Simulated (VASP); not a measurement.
Write the native input for VASP 6.6.1 that does the following.

```
Task                   : single point
Functional             : PBEsol
Potentials or basis    : VASP PAW PBE potentials, release 64 (Zr_sv, Ag)
Cutoff                 : 520 eV
k mesh                 : 5 × 5 × 5
Occupations            : methfessel-paxton, width 0.15 eV
Spin                   : no spin polarisation
Dipole correction      : no
Further INCAR settings : ALGO = Normal; EDIFF = 1e-06; NBANDS = 32
```

The structure of Zr3Ag lies in POSCAR:

```
Zr3Ag
1.0
    4.4164950000      0.0000000000      0.0000000000
    0.0000000000      4.4164950000      0.0000000000
    0.0000000000      0.0000000000      4.4164950000
Zr Ag
3 1
Direct
    0.5000000000      0.5000000000      0.0000000000
    0.0045284779      0.5000000000      0.5000000000
    0.5000000000      0.0000000000      0.5000000000
    0.0000000000      0.0000000000      0.0000000000
```

These files were run (other wordings do the same):

INCAR

```
SYSTEM = Zr3Ag
ALGO = Normal
EDIFF = 1E-6
ENCUT = 520
GGA = PS
ISIF = 2
ISMEAR = 1
LASPH = .TRUE.
LCHARG = .FALSE.
LREAL = .FALSE.
LWAVE = .FALSE.
NBANDS = 32
NELM = 80
PREC = Accurate
SIGMA = 0.15
```

KPOINTS

```
k-points
0
G
  5 5 5
  0 0 0
```

Potentials or basis: VASP PAW PBE potentials, release 64 (Zr_sv, Ag).

The run is started by

```bash
$ cat potpaw_PBE.64/Zr_sv/POTCAR potpaw_PBE.64/Ag/POTCAR > POTCAR
$ mpirun -np 1 vasp_std > vasp.out
```

Results of the run:

```
Pressure      : -5.1 GPa
Largest force : 0.143 eV/Å
```

Caveat: the PAW data sets were made with another functional, which shifts forces and pressure a little.

It took 38 s on 1 thread of Intel(R) Xeon(R) Platinum 8375C CPU @ 2.90GHz (Ice Lake), on a shared host, peak memory 0.22 GiB.
